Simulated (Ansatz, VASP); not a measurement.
Cu in VASP and in Ansatz

```xyz
1
Lattice="0.0000 1.8149 1.8149 1.8149 0.0000 1.8149 1.8149 1.8149 0.0000" Properties=species:S:1:pos:R:3 pbc="T T T"
Cu    0.0000    0.0000    0.0000
```

Alike in both runs: task electric field gradients; functional PBE; k mesh 20 × 20 × 20; occupations fermi-dirac, width 0.03 eV; no spin polarisation.

|  | VASP | Ansatz |
| --- | --- | --- |
| version | VASP 6.6.1 | Ansatz 0.2.0 |
| potentials or method | VASP PAW PBE potentials, release 64 (Cu), cutoff 520 eV | all-electron PAW with datasets made for the crystal, scalar-relativistic |

|  | VASP | Ansatz | Ansatz less VASP |
| --- | --- | --- | --- |
| pressure (GPa) | 0.5 | 0.0 | -0.55 |

Ansatz ran all-electron here, and VASP with PAW potentials. Ansatz's warnings: band levels unverified.
